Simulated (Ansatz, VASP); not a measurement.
Two plane-wave programs on Si

INCAR

```
SYSTEM = Si
ALGO = Normal
EDIFF = 1E-7
ENCUT = 520
GGA = CA
ISIF = 2
ISMEAR = 0
LASPH = .True.
LCHARG = .False.
LREAL = .False.
LWAVE = .False.
NBANDS = 16
NELM = 60
PREC = Accurate
SIGMA = 0.03
```

KPOINTS

```
k-points
0
Gamma
  12 12 6
  0 0 0
```

POSCAR

```
Si
1.0
    3.7054125847      0.0000000000      0.0000000000
   -1.8527062924      3.2089814298      0.0000000000
    0.0000000000      0.0000000000      6.6197195825
Si
4
Direct
    0.3333333333      0.6666666667      0.0678065120
    0.6666666667      0.3333333333      0.5678065120
    0.3333333333      0.6666666667      0.4321934880
    0.6666666667      0.3333333333      0.9321934880
```

Input for Ansatz:

```yaml
crystal:
  lattice:
    - [3.7054125847, 0.0, 0.0]
    - [-1.8527062924, 3.2089814298, 0.0]
    - [0.0, 0.0, 6.6197195825]
  atoms:
    - { symbol: Si, position: [0.3333333333, 0.6666666667, 0.067806512] }
    - { symbol: Si, position: [0.6666666667, 0.3333333333, 0.567806512] }
    - { symbol: Si, position: [0.3333333333, 0.6666666667, 0.432193488] }
    - { symbol: Si, position: [0.6666666667, 0.3333333333, 0.932193488] }
basis:
  ecutwfc: 420
kpoints:
  mp_grid: { grid: [12, 12, 6] }
hamiltonian:
  xc: lda
  pseudopotentials: { kind: paw, azcp: { folder: soft_1 } }
scf:
  occupations: { method: gaussian, width: 0.03 }
output:
  forces: true
  stress: true
  eigenvalues: true
```

Alike in both runs: task single point; functional LDA; k mesh 12 × 12 × 6; occupations gaussian, width 0.03 eV; no spin polarisation.

|  | VASP | Ansatz |
| --- | --- | --- |
| version | VASP 6.6.1 | Ansatz 0.2.0 |
| potentials or method | VASP PAW LDA potentials, release 64 (Si), cutoff 520 eV | scalar-relativistic, plane waves, PAW |
| valence electrons in the cell | 16 | 16 |

```tsv
	VASP	Ansatz	Ansatz less VASP
gap on the k mesh at the Fermi level (eV)	0.12	0.13	+0.004
least direct gap on the mesh (eV)	0.88	0.88	0.000
pressure (GPa)	-0.1	-0.2	-0.06
traceless stress, the component that is largest in VASP (GPa)	-8.74	-8.68	+0.064
rms of the force components (eV/Å)	0.039	0.040	+0.0010
```

Ansatz warns that its potentials were made for another functional, while VASP's fit it. LDA's correlation is that of Perdew and Zunger in VASP and of Perdew and Wang (1992) in Ansatz. Atom by atom the forces differ by 0.001 eV/Å (rms over components).
